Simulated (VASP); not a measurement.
Set up this calculation in VASP 6.6.1, as the native input.

* Task: relaxation of cell and atoms
* Functional: LDA
* Potentials or basis: VASP PAW LDA potentials, release 64 (Ta_pv, Se)
* Cutoff: 500 eV
* k mesh: 12 × 12 × 4
* Occupations: fermi-dirac, width 0.15 eV
* Spin: no spin polarisation
* Dipole correction: no
* Further INCAR settings: ALGO = Normal; EDIFF = 1e-07; IBRION = 2; EDIFFG = -0.001; NSW = 80; ISIF = 3

The structure of Ta2Se (ephl) lies in POSCAR:

```
Ta2Se
1.0
    3.3358647724      0.0000000000      0.0000000000
    0.0000000000      3.3358647724      0.0000000000
    0.0000000000      0.0000000000      9.6813049048
Ta Se
4 2
Direct
    0.5000000000      0.0000000000      0.7560018298
    0.0000000000      0.5000000000      0.2439981702
    0.5000000000      0.0000000000      0.0765419135
    0.0000000000      0.5000000000      0.9234580865
    0.5000000000      0.0000000000      0.3664946765
    0.0000000000      0.5000000000      0.6335053235
```

The input as run:

INCAR

```
SYSTEM = Ta2Se
  PREC = Accurate
  ENCUT = 500
  EDIFF = 1E-7
  ISMEAR = -1
  SIGMA = 0.15
  LREAL = .FALSE.
  LASPH = .TRUE.
  NELM = 120
  ALGO = Normal
  ISIF = 3
  LWAVE = .FALSE.
  LCHARG = .FALSE.
  GGA = CA
  IBRION = 2
  NSW = 80
  EDIFFG = -0.001
  GGA_COMPAT = .FALSE.
  NELMIN = 4
```

KPOINTS

```
regular mesh
0
G
  12 12 4
  0 0 0
```

Potentials or basis: VASP PAW LDA potentials, release 64 (Ta_pv, Se).

The run is started by

```sh
$ cat potpaw_LDA.64/Ta_pv/POTCAR potpaw_LDA.64/Se/POTCAR > POTCAR
$ mpirun -np 1 vasp_std > vasp.out
```

Results of the run:

The relaxed volume is 18.10 Å³/atom and the relaxed cell is a = 3.334 Å, b = 3.334 Å, c = 9.770 Å, α = 90.00°, β = 90.00°, γ = 90.00°. The space group after relaxing (to 0.05 Å) is P4/nmm (No. 129) and the energy gained by relaxing is 0.7 meV/atom. The ionic steps are 30, the pressure after relaxing is 0.0 GPa and the band gap on the k mesh is zero (band 28 reaches 6.82 eV, above the bottom of band 29 at 6.50 eV).

Caveat: spin-orbit coupling is left out, which moves the levels of the heavy elements.

It took 29 min on 1 thread of AMD EPYC 9R45 96-Core Processor (Zen 5), with other jobs on the host, peak memory 0.31 GiB.
